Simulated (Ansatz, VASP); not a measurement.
Mg5O in VASP and in Ansatz

```xyz
6
Lattice="5.9005 0.0000 0.0000 -2.9502 5.1100 0.0000 0.0000 0.0000 6.6621" Properties=species:S:1:pos:R:3 pbc="T T T"
Mg    2.9495    0.0000    3.3311
Mg   -1.4748    2.5543    3.3311
Mg    1.4755    2.5556    3.3311
Mg    0.0000    0.0000    4.8499
Mg    0.0000    0.0000    1.8122
O     0.0000    0.0000    0.0000
```

Alike in both runs: functional PBE; k mesh 6 × 6 × 4; occupations gaussian, width 0.1 eV; no spin polarisation.

Ansatz relaxed the structure, and its values are those at the end. VASP's run is a single point on that final structure, the one shown.

|  | VASP | Ansatz |
| --- | --- | --- |
| version | VASP 6.6.1 | Ansatz 0.2.0 |
| potentials or method | VASP PAW PBE potentials, release 64 (Mg, O), cutoff 520 eV | scalar-relativistic, plane waves, PAW |
| valence electrons in the cell | 16 | 56 |

```tsv
	VASP	Ansatz	Ansatz less VASP
gap on the k mesh at the Fermi level (eV)	none	none	-
pressure (GPa)	0.3	0.3	+0.04
rms of the force components (eV/Å)	0.001	0.012	+0.0114
```

A gap of «none» marks a metal or a gap that the smearing closes. VASP's potentials hold 16 valence electrons a cell and Ansatz's 56, so a difference there can come from the potentials and not from the codes.
